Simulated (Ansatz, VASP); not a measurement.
**CuO: VASP beside Ansatz**

```
Cu O
1.0
     0.00000    2.30616    2.30616
     2.30616    0.00000    2.30616
     2.30616    2.30616    0.00000
Cu O
1 1
Direct
  0.00000 0.00000 0.00000
  0.25000 0.25000 0.25000
```

Alike in both runs: task single point; functional PBE; dispersion D3(BJ); k mesh 16 × 16 × 16; occupations fermi-dirac, width 0.05 eV; no spin polarisation.

|  | VASP | Ansatz |
| --- | --- | --- |
| version | VASP 6.6.1 | Ansatz 0.2.0 |
| potentials or method | VASP PAW PBE potentials, release 64 (Cu, O), cutoff 520 eV | all-electron LAPW, scalar-relativistic |

|  | VASP | Ansatz | Ansatz less VASP |
| --- | --- | --- | --- |
| gap on the k mesh at the Fermi level (eV) | none | none | - |
| pressure (GPa) | -9.5 | -10.1 | -0.54 |

A gap of «none» marks a metal or a gap that the smearing closes. Ansatz ran all-electron here, and VASP with PAW potentials.
